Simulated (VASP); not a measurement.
Crystal: AlN.

```
Al N
1.0
     3.17405    0.00000    0.00000
    -1.58703    2.74881    0.00000
     0.00000    0.00000    5.07869
Al N
2 2
Direct
  0.66667 0.33333 0.50000
  0.33333 0.66667 0.00000
  0.66667 0.33333 0.88000
  0.33333 0.66667 0.38000
```

Base run:

```yaml
Program: VASP 6.6.1
Functional: RPBE
Dispersion: D3(BJ)
Potentials_or_basis: VASP PAW PBE potentials, release 64 (Al, N)
Cutoff: 520 eV
k_mesh: 10 × 10 × 6
Occupations: fermi-dirac, width 0.05 eV
Spin: no spin polarisation
```

Its results: band gap on the k mesh 3.77 eV; pressure -23.2 GPa; largest force 0.110 eV/Å.

Problem. The run is repeated on the same cell with these changes: functional from RPBE to PBE exchange alone; dispersion from D3(BJ) to none. What comes out?

Solution. Band gap on the k mesh 4.01 eV; pressure 6.1 GPa; largest force 0.082 eV/Å.

Several settings changed at once.

Caveats: the cell stands under tension (at least some runs); the dispersion term is far too large for a dense solid, which distorts pressure and volume (at least some runs); the PAW data sets were made with another functional, which shifts forces and pressure a little (at least some runs); the cell stands under pressure (at least some runs).

A k mesh can miss the band edges.
